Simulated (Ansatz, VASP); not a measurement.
Two plane-wave programs on AlN

The input INCAR:

```
SYSTEM = AlN
ALGO = Normal
EDIFF = 1E-6
ENCUT = 520
GGA = CA
ISIF = 2
ISMEAR = 0
LASPH = .TRUE.
LCHARG = .TRUE.
LELF = .TRUE.
LREAL = .FALSE.
LVHAR = .TRUE.
LWAVE = .FALSE.
NBANDS = 16
NELM = 80
PREC = Accurate
SIGMA = 0.05
```

File KPOINTS:

```
k-points
0
G
  9 9 6
  0 0 0
```

POSCAR

```
AlN
1.0
    3.3030490248      0.0000000000      0.0000000000
   -1.6515245124      2.8605243654      0.0000000000
    0.0000000000      0.0000000000      4.1347231278
Al N
2 2
Direct
    0.3333333333      0.6666666667      0.7500000000
    0.6666666667      0.3333333333      0.2500000000
    0.3333333333      0.6666666667      0.2500000000
    0.6666666667      0.3333333333      0.7500000000
```

Input for Ansatz:

```yaml
crystal:
  lattice:
    - [3.3030490248, 0.0, 0.0]
    - [-1.6515245124, 2.8605243654, 0.0]
    - [0.0, 0.0, 4.1347231278]
  atoms:
    - { symbol: Al, position: [0.3333333333, 0.6666666667, 0.75] }
    - { symbol: Al, position: [0.6666666667, 0.3333333333, 0.25] }
    - { symbol: "N", position: [0.3333333333, 0.6666666667, 0.25] }
    - { symbol: "N", position: [0.6666666667, 0.3333333333, 0.75] }
basis:
  ecutwfc: 520.0
kpoints:
  mp_grid: { grid: [9, 9, 6] }
hamiltonian:
  xc: lda
  pseudopotentials: { kind: paw, azcp: { folder: soft_1 } }
scf:
  occupations: { method: gaussian, width: 0.05 }
output:
  forces: true
  stress: true
  eigenvalues: true
```

Change from the starting cell: mode 4 frozen in at +0.000 Å, equal normal strain along x, y and z +0.0083.

Alike in both runs: task single point; functional LDA; k mesh 9 × 9 × 6; occupations gaussian, width 0.05 eV; no spin polarisation.

|  | VASP | Ansatz |
| --- | --- | --- |
| version | VASP 6.6.1 | Ansatz 0.2.0 |
| potentials or method | VASP PAW LDA potentials, release 64 (Al, N), cutoff 520 eV | scalar-relativistic, plane waves, PAW |
| valence electrons in the cell | 16 | 16 |

```tsv
	VASP	Ansatz	Ansatz less VASP
gap on the k mesh at the Fermi level (eV)	3.45	3.44	-0.009
least direct gap on the mesh (eV)	3.45	3.44	-0.009
pressure (GPa)	-4.8	-5.4	-0.54
traceless stress, the component that is largest in VASP (GPa)	0.42	0.56	+0.147
```

Ansatz warns that its potentials were made for another functional, while VASP's fit it. LDA's correlation is that of Perdew and Zunger in VASP and of Perdew and Wang (1992) in Ansatz.
